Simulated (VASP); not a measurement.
# MgS (Niningerite) (Fm-3m) in VASP: a series of runs

Runs on MgS (Niningerite). Level: LDA. Tasks: single point.

Everything below comes from runs of VASP 6.6.1. Logs are shortened: lines on timing, memory, paths and dates and some standing lists are left out, and cuts for length are marked.

**1. The cell of the first run**

Symmetry: Fm-3m, No. 225, cubic system. Conventional cell: a = 5.203 Å, b = 5.203 Å, c = 5.203 Å, α = 90.00°, β = 90.00°, γ = 90.00°. Mg (site symmetry m-3m) has 6 S at 2.60 Å within 3.4 Å. Within 3.4 Å of S (site symmetry m-3m) lie 6 Mg at 2.60 Å.

**2. Single point, LDA**

The input, INCAR:

```
PREC = Accurate
ENCUT = 520
EDIFF = 1E-6
ISMEAR = 0
SIGMA = 0.01
LREAL = False
LASPH = True
NELM = 80
ALGO = Normal
ISIF = 2
LWAVE = False
LCHARG = False
NBANDS = 11
```

The input, KPOINTS:

```
Automatic mesh
0
Gamma
  7 7 7
```

The input, POSCAR:

```
MgS
1.0
    0.0000000000      2.6016500000      2.6016500000
    2.6016500000      0.0000000000      2.6016500000
    2.6016500000      2.6016500000      0.0000000000
Mg S
1 1
Direct
    0.0000000000      0.0000000000      0.0000000000
    0.5000000000      0.5000000000      0.5000000000
```

Potentials or basis: VASP PAW LDA potentials, release 64 (Mg, S).

On the command line:

```bash
$ cat potpaw_LDA.64/Mg/POTCAR potpaw_LDA.64/S/POTCAR > POTCAR
$ mpirun -np 1 vasp_std > vasp.out
```

OUTCAR:

```text
PREC = Accurate
   ENCUT = 520
   EDIFF = 1E-6
   ISMEAR = 0
   LREAL = False
   LASPH = True
   NELM = 80
   ISIF = 2

 ion  position               nearest neighbor table
   1  0.000  0.000  0.000-   2 2.60   2 2.60   2 2.60   2 2.60   2 2.60   2 2.60
   2  0.500  0.500  0.500-   1 2.60   1 2.60   1 2.60   1 2.60   1 2.60   1 2.60

  LATTYP: Found a face centered cubic cell.
 ALAT       =     5.2033000000

  Lattice vectors:

 A1 = (   0.0000000000,   2.6016500000,   2.6016500000)
 A2 = (   2.6016500000,   0.0000000000,   2.6016500000)
 A3 = (   2.6016500000,   2.6016500000,   0.0000000000)

Analysis of symmetry for initial positions (statically):
=====================================================================
 Subroutine PRICEL returns:
 Original cell was already a primitive cell.

 Routine SETGRP: Setting up the symmetry group for a
 face centered cubic supercell.

 Subroutine GETGRP returns: Found 48 space group operations
 (whereof 48 operations were pure point group operations)
 out of a pool of 48 trial point group operations.

The static configuration has the point symmetry O_h .

Analysis of symmetry for dynamics (positions and initial velocities):
=====================================================================
 Subroutine PRICEL returns:
 Original cell was already a primitive cell.

 Routine SETGRP: Setting up the symmetry group for a
 face centered cubic supercell.

 Subroutine GETGRP returns: Found 48 space group operations
 (whereof 48 operations were pure point group operations)
 out of a pool of 48 trial point group operations.

The dynamic configuration has the point symmetry O_h .

 Subroutine INISYM returns: Found 48 space group operations
 (whereof 48 operations are pure point group operations),
 and found     1 'primitive' translations

----------------------------------------------------------------------------------------

                                     Primitive cell

  volume of cell :      35.2190

  direct lattice vectors                    reciprocal lattice vectors
     0.000000000  2.601650000  2.601650000    -0.192185728  0.192185728  0.192185728
     2.601650000  0.000000000  2.601650000     0.192185728 -0.192185728  0.192185728
     2.601650000  2.601650000  0.000000000     0.192185728  0.192185728 -0.192185728

  length of vectors
     3.679288715  3.679288715  3.679288715     0.332875446  0.332875446  0.332875446

  position of ions in fractional coordinates (direct lattice)
     0.000000000  0.000000000  0.000000000
     0.500000000  0.500000000  0.500000000

  ion indices of the primitive-cell ions
   primitive index   ion index
                 1           1
                 2           2

----------------------------------------------------------------------------------------

 KPOINTS: Automatic mesh

Automatic generation of k-mesh.
 Grid dimensions read from file:
 generate k-points for:    7    7    7

 Generating k-lattice:

  Cartesian coordinates                     Fractional coordinates (reciprocal lattice)
    -0.027455104  0.027455104  0.027455104     0.142857143  0.000000000  0.000000000
     0.027455104 -0.027455104  0.027455104     0.000000000  0.142857143  0.000000000
     0.027455104  0.027455104 -0.027455104     0.000000000  0.000000000  0.142857143

  Length of vectors
     0.047553635  0.047553635  0.047553635

  Shift w.r.t. Gamma in fractional coordinates (k-lattice)
     0.000000000  0.000000000  0.000000000

 Subroutine IBZKPT returns following result:
 ===========================================

 Found     20 irreducible k-points:

 Following reciprocal coordinates:
            Coordinates               Weight
  0.000000  0.000000  0.000000      1.000000
  0.142857  0.000000  0.000000      8.000000
  0.285714  0.000000  0.000000      8.000000
  0.428571  0.000000  0.000000      8.000000
  0.142857  0.142857  0.000000      6.000000
  0.285714  0.142857  0.000000     24.000000
[... 12 lines left out ...]
 -0.428571  0.428571  0.142857     24.000000
 -0.285714  0.428571  0.142857     24.000000
   k-points           NKPTS =     20   k-points in BZ     NKDIM =     20   number of bands    NBANDS=     11
   number of dos      NEDOS =    301   number of ions     NIONS =      2
   total plane-waves  NPLWV =  21952
   dimension x,y,z NGX =    28 NGY =   28 NGZ =   28
   dimension x,y,z NGXF=    56 NGYF=   56 NGZF=   56
   ions per type =               1   1
   NGX,Y,Z   is equivalent  to a cutoff of  12.65, 12.65, 12.65 a.u.
   NGXF,Y,Z  is equivalent  to a cutoff of  25.30, 25.30, 25.30 a.u.
 SYSTEM =  unknown system
   PREC   = accura    normal or accurate (medium, high low for compatibility)
   ISTART =      0    job   : 0-new  1-cont  2-samecut
   ICHARG =      2    charge: 1-file 2-atom 10-const
   ISPIN  =      1    spin polarized calculation?
   LNONCOLLINEAR =      F non collinear calculations
   LSORBIT =      F    spin-orbit coupling
   LASPH  =      T    aspherical Exc in radial PAW
   ENCUT  =  520.0 eV  38.22 Ry    6.18 a.u.   6.84  6.84  6.84*2*pi/ulx,y,z
   NELM   =     80;   NELMIN=  2; NELMDL= -5     # of ELM steps
   EDIFF  = 0.1E-05   stopping-criterion for ELM
   LREAL  =      F    real-space projection
   EDIFFG = 0.1E-04   stopping-criterion for IOM
   NSW    =      0    number of steps for IOM
   IBRION =     -1    ionic relax: 0-MD 1-quasi-New 2-CG
   NFREE  =      0    steps in history (QN), initial steepest desc. (CG)
   ISIF   =      2    stress and relaxation
   ISYM   =      2    0-nonsym 1-usesym 2-fastsym
   POTIM  = 0.5000    time-step for ionic-motion
   TEBEG  =    0.0;   TEEND  =   0.0 temperature during run
   PSTRESS=    0.0 pullay stress
   NELECT =       8.0000    total number of electrons
   NUPDOWN=      -1.0000    fix difference up-down
   EMIN   =  10.00;   EMAX   =-10.00  energy-range for DOS
   EFERMI =   0.00;   METHOD = LEGACY
   ISMEAR =     0;   SIGMA  =   0.01  broadening in eV -4-tet -1-fermi 0-gaus
   EFERMI_NEDOS =   21; number of points for ismear=-14 and -15
   IALGO  =     38    algorithm
   IMIX   =      4    mixing-type and parameters
     AMIX     =   0.40;   BMIX     =  1.00
     AMIX_MAG =   1.60;   BMIX_MAG =  1.00
  volume/ion in A,a.u.               =      17.61       118.83
  Fermi-wavevector in a.u.,A,eV,Ry     =   0.998878  1.887606 13.575323  0.997758
  Thomas-Fermi vector in A             =   2.131131
   LORBIT       =      0    0 simple, 1 ext, 2 COOP (PROOUT), +10 PAW based schemes
   GGA     = CA    functional components
   LHFCALC =     F    Hartree Fock is set to
   AEXX    =    0.0000 exact exchange contribution
   IVDW    =     0    specifies the selected vdW correction
   LEPSILON=     F    determine dielectric tensor
   LRPA    =     F    only Hartree local field effects (RPA)
 non-spin polarized calculation
 Gauss-broadening in eV      SIGMA  =   0.01
  energy-cutoff  :      520.00
  volume of cell :       35.22
 maximum number of plane-waves:       958
   NGX = 13   NGY = 13   NGZ = 13

 number of electron       8.0000000 magnetization

 Free energy of the ion-electron system (eV)
  ---------------------------------------------------
  ext. energy  EPLUGINS =         0.00000000
  ---------------------------------------------------
  free energy    TOTEN  =        -9.57065748 eV

  energy without entropy =       -9.57065748  energy(sigma->0) =       -9.57065748

 E-fermi :   3.6450     XC(G=0):  -9.9879

 val. band max:        3.5813134700   @ k =   0.0000   0.0000   0.0000
 cond. band min:       6.3540769970   @ k =   0.4286   0.4286   0.0000
 fundamental gap:      2.7727635270
 Fermi energy:         3.6450470185

 k-point     1 :       0.0000    0.0000    0.0000
  band No.  band energies     occupation
      1      -9.0591      2.00000
      2       3.5813      2.00000
      3       3.5813      2.00000
      4       3.5813      2.00000
      5       7.0729      0.00000
      6      11.4184      0.00000
      7      11.4184      0.00000
      8      11.4184      0.00000
      9      13.8466      0.00000
     10      13.8466      0.00000
     11      15.9345      0.00000

 k-point     2 :       0.1429    0.0000    0.0000
  band No.  band energies     occupation
      1      -8.8602      2.00000
      2       2.2548      2.00000
      3       3.4513      2.00000
      4       3.4513      2.00000
      5       8.0370      0.00000
      6      11.0753      0.00000
      7      11.6864      0.00000
      8      11.6864      0.00000
      9      13.1017      0.00000
     10      13.1017      0.00000
     11      15.8766      0.00000

 k-point     3 :       0.2857    0.0000    0.0000
  band No.  band energies     occupation
      1      -8.3420      2.00000
      2       0.2460      2.00000
      3       3.1932      2.00000
      4       3.1932      2.00000
      5       8.2983      0.00000
      6      11.0279      0.00000
      7      11.0279      0.00000
      8      12.1553      0.00000
      9      14.2298      0.00000
     10      14.2298      0.00000
     11      15.0103      0.00000

 k-point     4 :       0.4286    0.0000    0.0000
  band No.  band energies     occupation
      1      -7.8149      2.00000
      2      -1.1274      2.00000
      3       3.0125      2.00000
      4       3.0125      2.00000
      5       8.0036      0.00000
      6      10.4049      0.00000
      7      10.4049      0.00000
      8      13.3637      0.00000
      9      15.2304      0.00000
     10      16.7667      0.00000
     11      16.7667      0.00000
[... 183 lines left out ...]
 k-point    18 :      -0.4286    0.2857    0.1429
  band No.  band energies     occupation
      1      -7.5445      2.00000
      2      -0.5294      2.00000
      3       1.1994      2.00000
      4       2.2955      2.00000
      5       8.8508      0.00000
      6       9.8853      0.00000
      7      11.6127      0.00000
      8      12.6865      0.00000
      9      15.6299      0.00000
     10      16.9968      0.00000
     11      18.6506      0.00000

 k-point    19 :      -0.4286    0.4286    0.1429
  band No.  band energies     occupation
      1      -7.4050      2.00000
      2      -0.3197      2.00000
      3       1.2238      2.00000
      4       1.6044      2.00000
      5       7.6150      0.00000
      6       9.3282      0.00000
      7      12.3813      0.00000
      8      14.0737      0.00000
      9      16.4182      0.00000
     10      18.1436      0.00000
     11      19.0673      0.00000

 k-point    20 :      -0.2857    0.4286    0.1429
  band No.  band energies     occupation
      1      -7.3365      2.00000
      2       0.1346      2.00000
      3       0.1951      2.00000
      4       1.6858      2.00000
      5       8.3235      0.00000
      6      10.7285      0.00000
      7      12.0155      0.00000
      8      12.2204      0.00000
      9      16.3554      0.00000
     10      17.1498      0.00000
     11      20.1514      0.00000

------------------------ aborting loop because EDIFF is reached ----------------------------------------

  FORCE on cell =-STRESS in cart. coord.  units (eV):
  Direction    XX          YY          ZZ          XY          YZ          ZX
  --------------------------------------------------------------------------------------
  -------------------------------------------------------------------------------------
  Total       -0.8451437     -0.8451437     -0.8451437     -0.0000000     -0.0000000      0.0000000
  in kB      -38.4471848    -38.4471848    -38.4471848     -0.0000000     -0.0000000      0.0000000
  external PRESSURE =     -38.4471848 kB  Pullay stress =       0.0000000 kB

 VOLUME and BASIS-vectors are now :
 -----------------------------------------------------------------------------
  energy-cutoff  :      520.00
  volume of cell :       35.22
      direct lattice vectors                 reciprocal lattice vectors
     0.000000000  2.601650000  2.601650000    -0.192185728  0.192185728  0.192185728
     2.601650000  0.000000000  2.601650000     0.192185728 -0.192185728  0.192185728
     2.601650000  2.601650000  0.000000000     0.192185728  0.192185728 -0.192185728

 POSITION                                       TOTAL-FORCE (eV/Angst)
 -----------------------------------------------------------------------------------
      0.00000      0.00000      0.00000         0.000000     -0.000000     -0.000000
      2.60165      2.60165      2.60165        -0.000000      0.000000      0.000000
 -----------------------------------------------------------------------------------
    total drift:                                0.000000      0.000000      0.000000

  FREE ENERGIE OF THE ION-ELECTRON SYSTEM (eV)
  ---------------------------------------------------
  free  energy   TOTEN  =        -9.5706574837 eV

  energy  without entropy=       -9.5706574837  energy(sigma->0) =       -9.57065748
```

Run time: 5.8 s. Hardware: 1 thread of Intel Xeon 6975P-C, shared host; peak memory 0.14 GiB.

Results:

- Free energy: -9.5707 eV
- Pressure: -3.8 GPa
- Band gap on the k mesh: 2.77 eV, indirect (least direct gap 3.49 eV)

**3. Single point, LDA**

The input, INCAR:

```
  ALGO = Normal
  EDIFF = 1E-6
  ENCUT = 520
  GGA = CA
  ISIF = 2
  ISMEAR = 0
  LASPH = T
  LCHARG = F
  LREAL = F
  LWAVE = F
  NBANDS = 11
  NELM = 80
  PREC = Accurate
  SIGMA = 0.01
```

The input, KPOINTS:

```
k-points
0
Gamma
  7 7 7
```

POSCAR is that of step 2.

Potentials or basis: VASP PAW LDA potentials, release 64 (Mg, S).

On the command line:

```bash
$ cat potpaw_LDA.64/Mg/POTCAR potpaw_LDA.64/S/POTCAR > POTCAR
$ mpirun -np 1 vasp_std > vasp.out
```

Run time: 5.1 s. Hardware: 1 thread of Intel Xeon 6975P-C, shared host; peak memory 0.14 GiB.

Results (log left out):

- Free energy: -9.5707 eV
- Pressure: -3.8 GPa
- Band gap on the k mesh: 2.77 eV, indirect (least direct gap 3.49 eV)

Levels at points of the mesh, in eV from the valence-band top:
| k point | band 1 | band 2 | band 3 | band 4 | band 5 | band 6 | band 7 | band 8 | band 9 |
| --- | --- | --- | --- | --- | --- | --- | --- | --- | --- |
| (0.00, 0.00, 0.00) | -12.64 | 0.00 | 0.00 | 0.00 | 3.49 | 7.84 | 7.84 | 7.84 | 10.27 |

A k mesh can miss the band edges.
